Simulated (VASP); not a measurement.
# SiO2 in VASP: further runs

SiO2 is run at these levels: PBE; tasks: single point.

Program: VASP 6.6.1. These are calculated values, not measurements. Logs are shortened: lines on timing, memory, paths and dates and some standing lists are left out, and cuts for length are marked.

### 1 The cell of the first run

The cell holds a sheet with vacuum, 3 atoms: a = 2.667 Å, b = 2.754 Å, c = 16.000 Å, α = 90.00°, β = 90.00°, γ = 118.06°.

### 2 Single point, PBE

The input, INCAR:

```
  PREC = Accurate
  ENCUT = 520
  EDIFF = 1E-6
  ISMEAR = 0
  SIGMA = 0.1
  LREAL = False
  LASPH = True
  NELM = 100
  ALGO = Normal
  ISIF = 2
  LWAVE = False
  LCHARG = False
  LDIPOL = True
  IDIPOL = 3
  DIPOL = 0.5 0.5 0.500
  GGA = PE
  NBANDS = 15
```

The input, KPOINTS:

```
Automatic mesh
0
Gamma
  8 8 1
```

The input, POSCAR:

```
SiO2
1.0
    2.6668897400      0.0000000000      0.0000000000
   -1.2955617500      2.4306366600      0.0000000000
    0.0000000000      0.0000000000     16.0000000000
Si O
1 2
Direct
    0.0000000000      0.0000000000      0.5000000000
    0.3570626900      0.7140952700      0.4405479200
    0.6429373100      0.2859047300      0.5594520800
```

Potentials or basis: VASP PAW PBE potentials, release 64 (Si, O).

Launch:

```sh
> cat potpaw_PBE.64/Si/POTCAR potpaw_PBE.64/O/POTCAR > POTCAR
> mpirun -np 1 vasp_std > vasp.out
```

OUTCAR:

```text
PREC = Accurate
   ENCUT = 520
   EDIFF = 1E-6
   ISMEAR = 0
   LREAL = False
   LASPH = True
   NELM = 100
   ISIF = 2
   GGA = PE

 ion  position               nearest neighbor table
   1  0.000  0.000  0.500-   2 1.77   3 1.77   3 1.79   2 1.79   3 1.98   2 1.98
   2  0.357  0.714  0.441-   1 1.77   1 1.79   1 1.98
   3  0.643  0.286  0.559-   1 1.77   1 1.79   1 1.98

  LATTYP: Found a simple monoclinic cell.
 ALAT       =     2.6668897400
 B/A-ratio  =     5.9994981270
 C/A-ratio  =     1.0327969573
 COS(beta)  =    -0.4703683670

  Lattice vectors:

 A1 = (   2.6668897400,   0.0000000000,   0.0000000000)
 A2 = (   0.0000000000,   0.0000000000, -16.0000000000)
 A3 = (  -1.2955617500,   2.4306366600,   0.0000000000)

Analysis of symmetry for initial positions (statically):
=====================================================================
 Subroutine PRICEL returns:
 Original cell was already a primitive cell.

 Routine SETGRP: Setting up the symmetry group for a
 simple monoclinic supercell.

 Subroutine GETGRP returns: Found  2 space group operations
 (whereof  2 operations were pure point group operations)
 out of a pool of  4 trial point group operations.

The static configuration has the point symmetry S_2 .

Analysis of symmetry for dynamics (positions and initial velocities):
=====================================================================
 Subroutine PRICEL returns:
 Original cell was already a primitive cell.

 Routine SETGRP: Setting up the symmetry group for a
 simple monoclinic supercell.

 Subroutine GETGRP returns: Found  2 space group operations
 (whereof  2 operations were pure point group operations)
 out of a pool of  4 trial point group operations.

The dynamic configuration has the point symmetry S_2 .

 Subroutine INISYM returns: Found  2 space group operations
 (whereof  2 operations are pure point group operations),
 and found     1 'primitive' translations

----------------------------------------------------------------------------------------

                                     Primitive cell

  volume of cell :     103.7158

  direct lattice vectors                    reciprocal lattice vectors
     2.666889740  0.000000000  0.000000000     0.374968633  0.199863281  0.000000000
    -1.295561750  2.430636660  0.000000000     0.000000000  0.411414843  0.000000000
     0.000000000  0.000000000 16.000000000     0.000000000  0.000000000  0.062500000

  length of vectors
     2.666889740  2.754355609 16.000000000     0.424907998  0.411414843  0.062500000

  position of ions in fractional coordinates (direct lattice)
     0.000000000  0.000000000  0.500000000
     0.357062690  0.714095270  0.440547920
     0.642937310  0.285904730  0.559452080

  ion indices of the primitive-cell ions
   primitive index   ion index
                 1           1
                 2           2
                 3           3

----------------------------------------------------------------------------------------

 KPOINTS: Automatic mesh

Automatic generation of k-mesh.
 Grid dimensions read from file:
 generate k-points for:    8    8    1

 Generating k-lattice:

  Cartesian coordinates                     Fractional coordinates (reciprocal lattice)
     0.046871079  0.024982910  0.000000000     0.125000000  0.000000000  0.000000000
     0.000000000  0.051426855  0.000000000     0.000000000  0.125000000  0.000000000
     0.000000000  0.000000000  0.062500000     0.000000000  0.000000000  1.000000000

  Length of vectors
     0.053113500  0.051426855  0.062500000

  Shift w.r.t. Gamma in fractional coordinates (k-lattice)
     0.000000000  0.000000000  0.000000000

 Subroutine IBZKPT returns following result:
 ===========================================

 Found     34 irreducible k-points:

 Following reciprocal coordinates:
            Coordinates               Weight
  0.000000  0.000000  0.000000      1.000000
  0.125000  0.000000  0.000000      2.000000
  0.250000  0.000000  0.000000      2.000000
  0.375000  0.000000  0.000000      2.000000
  0.500000  0.000000  0.000000      1.000000
  0.000000  0.125000  0.000000      2.000000
[... 16 lines left out ...]
  0.125000  0.375000  0.000000      2.000000
  0.250000  0.375000  0.000000      2.000000
 [... further k-points ...]
   k-points           NKPTS =     34   k-points in BZ     NKDIM =     34   number of bands    NBANDS=     15
   number of dos      NEDOS =    301   number of ions     NIONS =      3
   total plane-waves  NPLWV =  48000
   dimension x,y,z NGX =    20 NGY =   20 NGZ =  120
   dimension x,y,z NGXF=    40 NGYF=   40 NGZF=  240
   ions per type =               1   2
   NGX,Y,Z   is equivalent  to a cutoff of  12.47, 12.07, 12.47 a.u.
   NGXF,Y,Z  is equivalent  to a cutoff of  24.93, 24.14, 24.94 a.u.
 SYSTEM =  unknown system
   PREC   = accura    normal or accurate (medium, high low for compatibility)
   ISTART =      0    job   : 0-new  1-cont  2-samecut
   ICHARG =      2    charge: 1-file 2-atom 10-const
   ISPIN  =      1    spin polarized calculation?
   LNONCOLLINEAR =      F non collinear calculations
   LSORBIT =      F    spin-orbit coupling
   LASPH  =      T    aspherical Exc in radial PAW
   ENCUT  =  520.0 eV  38.22 Ry    6.18 a.u.   4.96  5.12 29.75*2*pi/ulx,y,z
   NELM   =    100;   NELMIN=  2; NELMDL= -5     # of ELM steps
   EDIFF  = 0.1E-05   stopping-criterion for ELM
   LREAL  =      F    real-space projection
   EDIFFG = 0.1E-04   stopping-criterion for IOM
   NSW    =      0    number of steps for IOM
   IBRION =     -1    ionic relax: 0-MD 1-quasi-New 2-CG
   NFREE  =      0    steps in history (QN), initial steepest desc. (CG)
   ISIF   =      2    stress and relaxation
   ISYM   =      2    0-nonsym 1-usesym 2-fastsym
   POTIM  = 0.5000    time-step for ionic-motion
   TEBEG  =    0.0;   TEEND  =   0.0 temperature during run
   PSTRESS=    0.0 pullay stress
   NELECT =      16.0000    total number of electrons
   NUPDOWN=      -1.0000    fix difference up-down
   EMIN   =  10.00;   EMAX   =-10.00  energy-range for DOS
   EFERMI =   0.00;   METHOD = LEGACY
   ISMEAR =     0;   SIGMA  =   0.10  broadening in eV -4-tet -1-fermi 0-gaus
   EFERMI_NEDOS =   21; number of points for ismear=-14 and -15
   IALGO  =     38    algorithm
   IMIX   =      4    mixing-type and parameters
     AMIX     =   0.40;   BMIX     =  1.00
     AMIX_MAG =   1.60;   BMIX_MAG =  1.00
  volume/ion in A,a.u.               =      34.57       233.30
  Fermi-wavevector in a.u.,A,eV,Ry     =   0.878011  1.659200 10.488769  0.770903
  Thomas-Fermi vector in A             =   1.998038
   LORBIT       =      0    0 simple, 1 ext, 2 COOP (PROOUT), +10 PAW based schemes
   GGA     = PE    functional components
   LHFCALC =     F    Hartree Fock is set to
   AEXX    =    0.0000 exact exchange contribution
   IVDW    =     0    specifies the selected vdW correction
   LEPSILON=     F    determine dielectric tensor
   LRPA    =     F    only Hartree local field effects (RPA)
 non-spin polarized calculation
 Gauss-broadening in eV      SIGMA  =   0.10
  energy-cutoff  :      520.00
  volume of cell :      103.72
 maximum number of plane-waves:      2826
   NGX =  9   NGY = 11   NGZ = 59

 number of electron      16.0000003 magnetization

 dipolmoment           0.000000      0.000000     -0.000000 electrons x Angstroem

 Free energy of the ion-electron system (eV)
  ---------------------------------------------------
  ext. energy  EPLUGINS =         0.00000000
  ---------------------------------------------------
  free energy    TOTEN  =       -22.54756789 eV

  energy without entropy =      -22.54756789  energy(sigma->0) =      -22.54756789

 E-fermi :  -4.9467     XC(G=0):  -3.5756

 val. band max:       -5.4851140519   @ k =   0.1250   0.1250   0.0000
 cond. band min:       0.4041293399   @ k =   0.0000   0.0000   0.0000
 fundamental gap:      5.8892433918
 Fermi energy:        -4.9467374210

 k-point     1 :       0.0000    0.0000    0.0000
  band No.  band energies     occupation
      1     -26.0223      2.00000
      2     -22.6557      2.00000
      3      -9.9429      2.00000
      4      -7.3104      2.00000
      5      -7.0835      2.00000
      6      -6.7941      2.00000
      7      -6.0935      2.00000
      8      -5.7631      2.00000
      9       0.4041      0.00000
     10       2.3683      0.00000
     11       3.3964      0.00000
     12       3.4420      0.00000
     13       4.5799      0.00000
     14       5.7794      0.00000
     15       6.5611      0.00000

 k-point     2 :       0.1250    0.0000    0.0000
  band No.  band energies     occupation
      1     -25.7687      2.00000
      2     -22.5442      2.00000
      3      -9.8754      2.00000
      4      -8.5462      2.00000
      5      -7.6003      2.00000
      6      -7.2319      2.00000
      7      -5.9845      2.00000
      8      -5.7152      2.00000
      9       1.3239      0.00000
     10       2.9617      0.00000
     11       3.7861      0.00000
     12       3.8496      0.00000
     13       4.9273      0.00000
     14       6.1602      0.00000
     15       6.7724      0.00000
[... 365 lines left out ...]
      3     -12.2237      2.00000
      4     -11.4308      2.00000
      5      -9.4968      2.00000
      6      -7.5638      2.00000
      7      -6.6763      2.00000
      8      -5.9671      2.00000
      9       2.8892      0.00000
     10       5.2103      0.00000
     11       7.5310      0.00000
     12       7.7720      0.00000
     13       7.8870      0.00000
     14       8.6834      0.00000
     15       9.1361      0.00000

 k-point    24 :       0.2500    0.3750    0.0000
  band No.  band energies     occupation
      1     -23.0011      2.00000
      2     -22.7129      2.00000
      3     -12.4478      2.00000
      4     -11.0707      2.00000
      5     -10.5531      2.00000
      6      -8.8685      2.00000
      7      -6.1597      2.00000
      8      -6.0978      2.00000
      9       4.0174      0.00000
     10       6.2205      0.00000
     11       7.7880      0.00000
     12       8.4448      0.00000
     13       8.7489      0.00000
     14       9.4678      0.00000
     15       9.8773      0.00000

 [... further k-points ...]

------------------------ aborting loop because EDIFF is reached ----------------------------------------

 vacuum level on the upper side and lower side of the slab       (xc-potential included)        -0.106        -0.106

  FORCE on cell =-STRESS in cart. coord.  units (eV):
  Direction    XX          YY          ZZ          XY          YZ          ZX
  --------------------------------------------------------------------------------------
  -------------------------------------------------------------------------------------
  Total       -0.9480077     -1.7477937     -1.3646829     -0.5477309      2.1740544      0.0565444
  in kB      -14.6445946    -26.9994958    -21.0812937     -8.4612149     33.5842686      0.8734838
  external PRESSURE =     -20.9084614 kB  Pullay stress =       0.0000000 kB

 VOLUME and BASIS-vectors are now :
 -----------------------------------------------------------------------------
  energy-cutoff  :      520.00
  volume of cell :      103.72
      direct lattice vectors                 reciprocal lattice vectors
     2.666889740  0.000000000  0.000000000     0.374968633  0.199863281  0.000000000
    -1.295561750  2.430636660  0.000000000     0.000000000  0.411414843  0.000000000
     0.000000000  0.000000000 16.000000000     0.000000000  0.000000000  0.062500000

 POSITION                                       TOTAL-FORCE (eV/Angst)
 -----------------------------------------------------------------------------------
      0.00000      0.00000      8.00000         0.000000      0.000000      0.000000
      0.02709      1.73571      7.04877        -0.029881     -1.143353      0.688775
      1.34424      0.69493      8.95123         0.029881      1.143353     -0.688775
 -----------------------------------------------------------------------------------
    total drift:                                0.000000     -0.000000      0.000000

  FREE ENERGIE OF THE ION-ELECTRON SYSTEM (eV)
  ---------------------------------------------------
  free  energy   TOTEN  =       -22.5475678886 eV

  energy  without entropy=      -22.5475678886  energy(sigma->0) =      -22.54756789

 vacuum level on the upper side and lower side of the slab         3.519         3.519
```

Run time: 27 s. Hardware: 1 thread of Intel Xeon 6975P-C (Granite Rapids), shared host; peak memory 0.21 GiB.

What came out:

```yaml
Free_energy: -22.5476 eV
Largest_force: 1.335 eV/Å
Band_gap_on_the_k_mesh: 5.89 eV, indirect (least direct gap 6.17 eV)
```

Forces on the atoms (eV/Å):
```
Si   0.000  0.000  0.000
O   -0.030 -1.143  0.689
O    0.030  1.143 -0.689
```

### 3 Single point, PBE

This run uses another cell than the first one: it holds 6 atoms, not 3.

The input, INCAR:

```
SYSTEM = SiO2
  ALGO = Normal
  DIPOL = 0.5 0.5 0.290
  EDIFF = 1E-7
  ENCUT = 520
  GGA = PE
  IDIPOL = 3
  ISIF = 2
  ISMEAR = 0
  LASPH = .TRUE.
  LCHARG = .FALSE.
  LDIPOL = .TRUE.
  LREAL = .FALSE.
  LWAVE = .FALSE.
  NBANDS = 25
  NELM = 100
  PREC = Accurate
  SIGMA = 0.1
```

The input, KPOINTS:

```
k-points
0
G
  6 6 1
  0 0 0
```

The input, POSCAR:

```
SiO2
1.0
    5.3963242186     -0.0430659670      0.0000000000
   -1.3303791416      2.3476324247      0.0000000000
    0.0000000000      0.0000000000     27.6049331200
Si O
2 4
Direct
    0.0000000000      0.0000000000      0.2898032741
    0.5000000000      0.0000000000      0.2898032741
    0.1666686490      0.6666835824      0.2566297538
    0.6666686490      0.6666835824      0.2566297538
    0.3333313510      0.3333164176      0.3229767944
    0.8333313510      0.3333164176      0.3229767944
```

Potentials or basis: VASP PAW PBE potentials, release 64 (Si, O).

Launch:

```sh
> cat potpaw_PBE.64/Si/POTCAR potpaw_PBE.64/O/POTCAR > POTCAR
> mpirun -np 1 vasp_std > vasp.out
```

Wall time 2.1 min (1 thread of Intel Xeon 6975P-C (Granite Rapids), shared host); peak memory 0.47 GiB.

The run converged. Its results:

* Free energy: -45.5279 eV
* Largest force: 0.013 eV/Å
* Band gap on the k mesh: 6.57 eV

Forces on the atoms (eV/Å):
```
Si   0.000  0.000  0.000
Si   0.000  0.000  0.000
O    0.000  0.000 -0.013
O    0.000  0.000 -0.013
O    0.000  0.000  0.013
O    0.000  0.000  0.013
```

Levels at points of the mesh, in eV from the valence-band top:
```tsv
k point	band 14	band 15	band 16	band 17	band 18	band 19
(0.00, 0.00, 0.00)	-0.89	-0.80	-0.58	6.57	8.02	8.37
(0.50, 0.00, 0.00)	-0.99	-0.06	-0.06	8.72	8.72	9.57
(0.00, 0.50, 0.00)	-1.29	-0.80	-0.80	8.02	8.02	10.40
(0.50, 0.50, 0.00)	-1.28	-0.19	-0.19	10.09	10.09	12.28
```

Caveat: the k points lie up to 0.45 Å⁻¹ apart.

### 4 Single point, PBE

This run uses another cell than the first one: it holds 6 atoms, not 3.

The input, INCAR:

```
SYSTEM = SiO2
PREC     = Accurate       ! precision mode
ENCUT    = 520            ! plane-wave cutoff, eV
EDIFF    = 1E-6           ! SCF threshold, eV
ISMEAR   = 0              ! smearing method
SIGMA    = 0.1            ! smearing width, eV
LREAL    = .False.        ! projectors in reciprocal space
LASPH    = .True.         ! aspherical terms in the spheres
NELM     = 80             ! most SCF steps
ALGO     = Normal         ! electronic algorithm
ISIF     = 2              ! what is computed and relaxed
LWAVE    = .False.        ! write WAVECAR
LCHARG   = .False.        ! write CHGCAR
LDIPOL   = .True.       
IDIPOL   = 3            
DIPOL    = 0.5 0.5 0.290
GGA      = PE             ! functional
NBANDS   = 25             ! bands
```

The input, KPOINTS:

```
regular mesh
0
Gamma
  6 6 1
  0 0 0
```

The input, POSCAR:

```
SiO2
1.0
    5.3965333240     -0.0432484045      0.0000000000
   -1.3305083646      2.3475728213      0.0000000000
    0.0000000000      0.0000000000     27.6049331200
Si O
2 4
Direct
    0.0000000147     -0.0000004598      0.2898031934
    0.5000001622      0.0000008002      0.2898033167
    0.1666697092      0.6666663407      0.2566304282
    0.6666696026      0.6666666775      0.2566303384
    0.3333296270      0.3333327792      0.3229762289
    0.8333308843      0.3333338622      0.3229761390
```

Launch:

```sh
> cat potpaw_PBE.64/Si/POTCAR potpaw_PBE.64/O/POTCAR > POTCAR
> mpirun -np 1 vasp_std > vasp.out
```

Run time: 1.9 min. Hardware: 1 thread of Intel Xeon 6975P-C (Granite Rapids), shared host; peak memory 0.48 GiB.

Results (log left out):

| Property | Result |
| --- | --- |
| Free energy | -45.5279 eV |
| Largest force | 0.014 eV/Å |
| Band gap on the k mesh | 6.57 eV |

Forces in eV/Å, atoms in the order of the input:
```
Si   0.000  0.000  0.000
Si   0.000  0.000  0.000
O    0.000  0.000 -0.014
O    0.000  0.000 -0.014
O    0.000  0.000  0.014
O    0.000  0.000  0.014
```

Levels at points of the mesh, in eV from the valence-band top:
```csv
k point,band 14,band 15,band 16,band 17,band 18,band 19
"(0.00, 0.00, 0.00)",-0.89,-0.80,-0.58,6.57,8.02,8.37
"(0.50, 0.00, 0.00)",-0.99,-0.06,-0.06,8.72,8.72,9.57
"(0.00, 0.50, 0.00)",-1.29,-0.80,-0.80,8.02,8.02,10.40
"(0.50, 0.50, 0.00)",-1.28,-0.19,-0.19,10.09,10.09,12.28
```

Caveat: the k points lie up to 0.45 Å⁻¹ apart.

### 5 The runs side by side

```tsv
cell	k mesh	gap on the mesh (eV)	largest force (eV/Å)
a = 2.667, b = 2.754, c = 16.000 Å, angles 90.0, 90.0, 118.1°, 3 atoms	8 × 8 × 1	5.89	1.34
a = 5.396, b = 2.698, c = 27.605 Å, angles 90.0, 90.0, 120.0°, 6 atoms	6 × 6 × 1	6.57	0.01
a = 5.397, b = 2.698, c = 27.605 Å, angles 90.0, 90.0, 120.0°, 6 atoms	6 × 6 × 1	6.57	0.01
```

Alike in all rows: task single point; level PBE; potentials or basis VASP PAW PBE potentials, release 64 (Si, O); no spin polarisation; cutoff (eV) 520; smearing gaussian 0.1 eV.

Caveats: some runs use coarse meshes.

Total energies depend on the potentials used, so only differences within one code and one set of settings carry meaning.
